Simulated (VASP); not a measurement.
# Al (Fm-3m) in VASP: further runs

Al is run at these levels: PBE; tasks: single point.

All numbers are computed with VASP 6.6.1; they aren't measurements. Logs are shortened: lines on timing, memory, paths and dates and some standing lists are left out, and cuts for length are marked.

**1. The cell of the first run**

Symmetry: Fm-3m, No. 225, cubic system. Conventional cell: a = 3.916 Å, b = 3.916 Å, c = 3.916 Å, α = 90.00°, β = 90.00°, γ = 90.00°. Al (site symmetry m-3m) has 12 Al at 2.77 Å within 3.7 Å.

**2. Single point, PBE (volume scaled by 0.91)**

The input, INCAR:

```
SYSTEM = Al
ALGO     = Normal         ! electronic algorithm
EDIFF    = 1E-6           ! SCF threshold, eV
ENCUT    = 520            ! plane-wave cutoff, eV
GGA      = PE             ! functional
ISIF     = 2              ! what is computed and relaxed
ISMEAR   = 0              ! smearing method
LASPH    = .True.         ! aspherical terms in the spheres
LCHARG   = .True.         ! write CHGCAR
LELF     = .True.         ! ELF
LREAL    = .False.        ! projectors in reciprocal space
LVHAR    = .True.       
LWAVE    = .False.        ! write WAVECAR
NBANDS   = 8              ! bands
NELM     = 100            ! most SCF steps
PREC     = Accurate       ! precision mode
SIGMA    = 0.1            ! smearing width, eV
```

The input, KPOINTS:

```
k-points
0
Gamma
  18 18 18
  0 0 0
```

The input, POSCAR:

```
Al
1.0
    0.0000000000      1.9581911342      1.9581911342
    1.9581911342      0.0000000000      1.9581911342
    1.9581911342      1.9581911342      0.0000000000
Al
1
Direct
    0.0000000000      0.0000000000      0.0000000000
```

Potentials or basis: VASP PAW PBE potentials, release 64 (Al).

On the command line:

```sh
$ cat potpaw_PBE.64/Al/POTCAR > POTCAR
$ mpirun -np 1 vasp_std > vasp.out
```

OUTCAR:

```text
SYSTEM = Al
   EDIFF = 1E-6
   ENCUT = 520
   GGA = PE
   ISIF = 2
   ISMEAR = 0
   LASPH = .True.
   LREAL = .False.
   NELM = 100
   PREC = Accurate

 ion  position               nearest neighbor table
   1  0.000  0.000  0.000-

  LATTYP: Found a face centered cubic cell.
 ALAT       =     3.9163822684

  Lattice vectors:

 A1 = (   0.0000000000,   1.9581911342,   1.9581911342)
 A2 = (   1.9581911342,   0.0000000000,   1.9581911342)
 A3 = (   1.9581911342,   1.9581911342,   0.0000000000)

Analysis of symmetry for initial positions (statically):
=====================================================================
 Subroutine PRICEL returns:
 Original cell was already a primitive cell.

 Routine SETGRP: Setting up the symmetry group for a
 face centered cubic supercell.

 Subroutine GETGRP returns: Found 48 space group operations
 (whereof 48 operations were pure point group operations)
 out of a pool of 48 trial point group operations.

The static configuration has the point symmetry O_h .

Analysis of symmetry for dynamics (positions and initial velocities):
=====================================================================
 Subroutine PRICEL returns:
 Original cell was already a primitive cell.

 Routine SETGRP: Setting up the symmetry group for a
 face centered cubic supercell.

 Subroutine GETGRP returns: Found 48 space group operations
 (whereof 48 operations were pure point group operations)
 out of a pool of 48 trial point group operations.

The dynamic configuration has the point symmetry O_h .

 Subroutine INISYM returns: Found 48 space group operations
 (whereof 48 operations are pure point group operations),
 and found     1 'primitive' translations

----------------------------------------------------------------------------------------

                                     Primitive cell

  volume of cell :      15.0174

  direct lattice vectors                    reciprocal lattice vectors
     0.000000000  1.958191134  1.958191134    -0.255337690  0.255337690  0.255337690
     1.958191134  0.000000000  1.958191134     0.255337690 -0.255337690  0.255337690
     1.958191134  1.958191134  0.000000000     0.255337690  0.255337690 -0.255337690

  length of vectors
     2.769300460  2.769300460  2.769300460     0.442257851  0.442257851  0.442257851

  position of ions in fractional coordinates (direct lattice)
     0.000000000  0.000000000  0.000000000

  ion indices of the primitive-cell ions
   primitive index   ion index
                 1           1

----------------------------------------------------------------------------------------

 KPOINTS: k-points

Automatic generation of k-mesh.
 Grid dimensions read from file:
 generate k-points for:   18   18   18

 Generating k-lattice:

  Cartesian coordinates                     Fractional coordinates (reciprocal lattice)
    -0.014185427  0.014185427  0.014185427     0.055555556  0.000000000  0.000000000
     0.014185427 -0.014185427  0.014185427     0.000000000  0.055555556  0.000000000
     0.014185427  0.014185427 -0.014185427     0.000000000  0.000000000  0.055555556

  Length of vectors
     0.024569881  0.024569881  0.024569881

  Shift w.r.t. Gamma in fractional coordinates (k-lattice)
     0.000000000  0.000000000  0.000000000

 Subroutine IBZKPT returns following result:
 ===========================================

 Found    195 irreducible k-points:

 Following reciprocal coordinates:
            Coordinates               Weight
  0.000000  0.000000  0.000000      1.000000
  0.055556  0.000000  0.000000      8.000000
  0.111111  0.000000  0.000000      8.000000
  0.166667  0.000000  0.000000      8.000000
  0.222222  0.000000  0.000000      8.000000
  0.277778  0.000000  0.000000      8.000000
[... 16 lines left out ...]
 -0.277778  0.055556  0.000000     24.000000
 -0.222222  0.055556  0.000000     24.000000
 [... further k-points ...]
   k-points           NKPTS =    195   k-points in BZ     NKDIM =    195   number of bands    NBANDS=      8
   number of dos      NEDOS =    301   number of ions     NIONS =      1
   total plane-waves  NPLWV =  13824
   dimension x,y,z NGX =    24 NGY =   24 NGZ =   24
   dimension x,y,z NGXF=    48 NGYF=   48 NGZF=   48
   ions per type =               1
   NGX,Y,Z   is equivalent  to a cutoff of  14.41, 14.41, 14.41 a.u.
   NGXF,Y,Z  is equivalent  to a cutoff of  28.82, 28.82, 28.82 a.u.
 SYSTEM =  Al
   PREC   = accura    normal or accurate (medium, high low for compatibility)
   ISTART =      0    job   : 0-new  1-cont  2-samecut
   ICHARG =      2    charge: 1-file 2-atom 10-const
   ISPIN  =      1    spin polarized calculation?
   LNONCOLLINEAR =      F non collinear calculations
   LSORBIT =      F    spin-orbit coupling
   LASPH  =      T    aspherical Exc in radial PAW
   ENCUT  =  520.0 eV  38.22 Ry    6.18 a.u.   5.15  5.15  5.15*2*pi/ulx,y,z
   NELM   =    100;   NELMIN=  2; NELMDL= -5     # of ELM steps
   EDIFF  = 0.1E-05   stopping-criterion for ELM
   LREAL  =      F    real-space projection
   EDIFFG = 0.1E-04   stopping-criterion for IOM
   NSW    =      0    number of steps for IOM
   IBRION =     -1    ionic relax: 0-MD 1-quasi-New 2-CG
   NFREE  =      0    steps in history (QN), initial steepest desc. (CG)
   ISIF   =      2    stress and relaxation
   ISYM   =      2    0-nonsym 1-usesym 2-fastsym
   POTIM  = 0.5000    time-step for ionic-motion
   TEBEG  =    0.0;   TEEND  =   0.0 temperature during run
   PSTRESS=    0.0 pullay stress
   NELECT =       3.0000    total number of electrons
   NUPDOWN=      -1.0000    fix difference up-down
   EMIN   =  10.00;   EMAX   =-10.00  energy-range for DOS
   EFERMI =   0.00;   METHOD = LEGACY
   ISMEAR =     0;   SIGMA  =   0.10  broadening in eV -4-tet -1-fermi 0-gaus
   EFERMI_NEDOS =   21; number of points for ismear=-14 and -15
   IALGO  =     38    algorithm
   IMIX   =      4    mixing-type and parameters
     AMIX     =   0.40;   BMIX     =  1.00
     AMIX_MAG =   1.60;   BMIX_MAG =  1.00
  volume/ion in A,a.u.               =      15.02       101.34
  Fermi-wavevector in a.u.,A,eV,Ry     =   0.957011  1.808488 12.461163  0.915870
  Thomas-Fermi vector in A             =   2.085990
   LORBIT       =      0    0 simple, 1 ext, 2 COOP (PROOUT), +10 PAW based schemes
   GGA     = PE    functional components
   LHFCALC =     F    Hartree Fock is set to
   AEXX    =    0.0000 exact exchange contribution
   IVDW    =     0    specifies the selected vdW correction
   LEPSILON=     F    determine dielectric tensor
   LRPA    =     F    only Hartree local field effects (RPA)
 non-spin polarized calculation
 Gauss-broadening in eV      SIGMA  =   0.10
  energy-cutoff  :      520.00
  volume of cell :       15.02
 maximum number of plane-waves:       419
 NGX is ok and might be reduce to    24
   NGX = 11   NGY = 11   NGZ = 11

 number of electron       3.0000000 magnetization

 Free energy of the ion-electron system (eV)
  ---------------------------------------------------
  ext. energy  EPLUGINS =         0.00000000
  ---------------------------------------------------
  free energy    TOTEN  =        -3.70704550 eV

  energy without entropy =       -3.70440361  energy(sigma->0) =       -3.70572455

 E-fermi :   9.0162     XC(G=0): -10.5420

 val. band max:        9.0015837196   @ k =  -0.2222   0.3889   0.1667
 cond. band min:       9.0374188298   @ k =  -0.3333   0.3889   0.0556
 fundamental gap:      0.0358351102
 Fermi energy:         9.0162116407

 k-point     1 :       0.0000    0.0000    0.0000
  band No.  band energies     occupation
      1      -2.7829      2.00000
      2      22.1732      0.00000
      3      22.1732      0.00000
      4      22.1732      0.00000
      5      24.4081      0.00000
      6      24.4081      0.00000
      7      24.4081      0.00000
      8      26.1842      0.00000

 k-point     2 :       0.0556    0.0000    0.0000
  band No.  band energies     occupation
      1      -2.6936      2.00000
      2      20.6960      0.00000
      3      21.9336      0.00000
      4      21.9336      0.00000
      5      24.7915      0.00000
      6      24.7915      0.00000
      7      24.8271      0.00000
      8      27.1767      0.00000

 k-point     3 :       0.1111    0.0000    0.0000
  band No.  band energies     occupation
      1      -2.4260      2.00000
      2      18.3791      0.00000
      3      21.4783      0.00000
      4      21.4783      0.00000
      5      24.7842      0.00000
      6      25.6595      0.00000
      7      25.6595      0.00000
      8      27.8671      0.00000

 k-point     4 :       0.1667    0.0000    0.0000
  band No.  band energies     occupation
      1      -1.9814      2.00000
      2      16.0264      0.00000
      3      21.0515      0.00000
      4      21.0515      0.00000
      5      24.5647      0.00000
      6      26.2651      0.00000
      7      26.2651      0.00000
      8      27.1825      0.00000

 k-point     5 :       0.2222    0.0000    0.0000
  band No.  band energies     occupation
      1      -1.3615      2.00000
      2      13.7494      0.00000
      3      20.7285      0.00000
      4      20.7285      0.00000
      5      24.3531      0.00000
      6      25.2668      0.00000
      7      25.2668      0.00000
      8      28.3360      0.00000

 k-point     6 :       0.2778    0.0000    0.0000
  band No.  band energies     occupation
      1      -0.5688      2.00000
      2      11.5837      0.00000
      3      20.5325      0.00000
      4      20.5325      0.00000
      5      24.1972      0.00000
      6      24.1972      0.00000
      7      24.2234      0.00000
      8      28.4369      0.00000

 k-point     7 :       0.3333    0.0000    0.0000
  band No.  band energies     occupation
      1       0.3934      2.00000
      2       9.5462      0.00000
      3      20.4715      0.00000
      4      20.4715      0.00000
      5      23.2466      0.00000
      6      23.2466      0.00000
      7      24.2132      0.00000
      8      27.4684      0.00000
[... 133 lines left out ...]
 k-point    20 :      -0.4444    0.0556    0.0000
  band No.  band energies     occupation
      1       3.3387      2.00000
      2       5.4300      2.00000
      3      19.1103      0.00000
      4      20.3522      0.00000
      5      21.9401      0.00000
      6      22.2486      0.00000
      7      25.4636      0.00000
      8      26.5813      0.00000

 k-point    21 :      -0.3889    0.0556    0.0000
  band No.  band energies     occupation
      1       2.0086      2.00000
      2       7.1199      2.00000
      3      18.8357      0.00000
      4      20.9631      0.00000
      5      21.9804      0.00000
      6      22.5725      0.00000
      7      25.1420      0.00000
      8      27.2331      0.00000

 k-point    22 :      -0.3333    0.0556    0.0000
  band No.  band energies     occupation
      1       0.8283      2.00000
      2       8.9671      1.51234
      3      18.7089      0.00000
      4      21.5976      0.00000
      5      21.9804      0.00000
      6      23.3484      0.00000
      7      24.9596      0.00000
      8      28.0171      0.00000

 k-point    23 :      -0.2778    0.0556    0.0000
  band No.  band energies     occupation
      1      -0.1889      2.00000
      2      10.9550      0.00000
      3      18.7311      0.00000
      4      21.7543      0.00000
      5      22.7427      0.00000
      6      24.2408      0.00000
      7      24.9374      0.00000
      8      28.8512      0.00000

 k-point    24 :      -0.2222    0.0556    0.0000
  band No.  band energies     occupation
      1      -1.0379      2.00000
      2      13.0717      0.00000
      3      18.9024      0.00000
      4      21.8951      0.00000
      5      23.7876      0.00000
      6      24.8882      0.00000
      7      25.4039      0.00000
      8      27.7028      0.00000

 [... further k-points ...]

------------------------ aborting loop because EDIFF is reached ----------------------------------------

  FORCE on cell =-STRESS in cart. coord.  units (eV):
  Direction    XX          YY          ZZ          XY          YZ          ZX
  --------------------------------------------------------------------------------------
  -------------------------------------------------------------------------------------
  Total        0.8329465      0.8329465      0.8329465      0.0000000      0.0000000      0.0000000
  in kB       88.8653508     88.8653508     88.8653508      0.0000000      0.0000000      0.0000000
  external PRESSURE =      88.8653508 kB  Pullay stress =       0.0000000 kB

 VOLUME and BASIS-vectors are now :
 -----------------------------------------------------------------------------
  energy-cutoff  :      520.00
  volume of cell :       15.02
      direct lattice vectors                 reciprocal lattice vectors
     0.000000000  1.958191134  1.958191134    -0.255337690  0.255337690  0.255337690
     1.958191134  0.000000000  1.958191134     0.255337690 -0.255337690  0.255337690
     1.958191134  1.958191134  0.000000000     0.255337690  0.255337690 -0.255337690

 POSITION                                       TOTAL-FORCE (eV/Angst)
 -----------------------------------------------------------------------------------
      0.00000      0.00000      0.00000        -0.000000     -0.000000     -0.000000
 -----------------------------------------------------------------------------------
    total drift:                                0.000000     -0.000000     -0.000000

  FREE ENERGIE OF THE ION-ELECTRON SYSTEM (eV)
  ---------------------------------------------------
  free  energy   TOTEN  =        -3.7070454973 eV

  energy  without entropy=       -3.7044036081  energy(sigma->0) =       -3.70572455
```

Wall time 9.8 s (1 thread of AMD EPYC 9R45 (Zen 5), shared host); peak memory 0.11 GiB.

Results:

| Item | Value |
| --- | --- |
| Free energy | -3.7070 eV |
| Pressure | 8.9 GPa |

Levels at points of the mesh, in eV from the Fermi level:
| k point | band 1 | band 2 | band 3 | band 4 |
| --- | --- | --- | --- | --- |
| (0.00, 0.00, 0.00) | -11.80 | 13.16 | 13.16 | 13.16 |
| (0.50, 0.00, 0.00) | -4.97 | -4.51 | 11.91 | 11.91 |
| (0.50, 0.50, 0.00) | -3.15 | -1.63 | 5.28 | 6.06 |

(Part 1 of 2 ends here.)
